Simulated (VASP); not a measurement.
Input of a VASP 6.6.1 run:

Contents of INCAR:

```
SYSTEM = GaN
PREC     = Accurate       ! precision mode
ENCUT    = 520            ! plane-wave cutoff, eV
EDIFF    = 1E-8           ! SCF threshold, eV
ISMEAR   = 0              ! smearing method
SIGMA    = 0.01           ! smearing width, eV
LREAL    = .False.        ! projectors in reciprocal space
LASPH    = .True.         ! aspherical terms in the spheres
NELM     = 80             ! most SCF steps
ALGO     = Normal         ! electronic algorithm
ISIF     = 2              ! what is computed and relaxed
LWAVE    = .False.        ! write WAVECAR
LCHARG   = .False.        ! write CHGCAR
GGA      = PE             ! functional
NBANDS   = 16             ! bands
IBRION   = 8              ! ionic algorithm
NSW      = 1              ! ionic steps
LEPSILON = .True.         ! dielectric tensor by DFPT
```

File KPOINTS:

```
regular mesh
0
Gamma
  10 10 10
  0 0 0
```

Contents of POSCAR:

```
GaN
1.0
    0.0000000000      2.2699122504      2.2699122504
    2.2699122504      0.0000000000      2.2699122504
    2.2699122504      2.2699122504      0.0000000000
Ga N
1 1
Direct
    0.0000000000      0.0000000000      0.0000000000
    0.7500000000      0.7500000000      0.7500000000
```

Potentials or basis: VASP PAW PBE potentials, release 64 (Ga_d, N).

Command:

```console
$ cat potpaw_PBE.64/Ga_d/POTCAR potpaw_PBE.64/N/POTCAR > POTCAR
$ mpirun -np 1 vasp_std > vasp.out
```

(1) Estimate the electronic dielectric tensor (diagonal).

(2) What does it give for the Born charges (mean of the diagonal)?

(3) What does it give for the highest phonon frequency at Γ, LO-TO splitting left out?

Answers

(1) 6.19.

(2) Ga +2.68; N -2.68 e.

(3) 517 cm⁻¹.

Caveat: the cell wasn't relaxed at this level first, which shifts response properties.
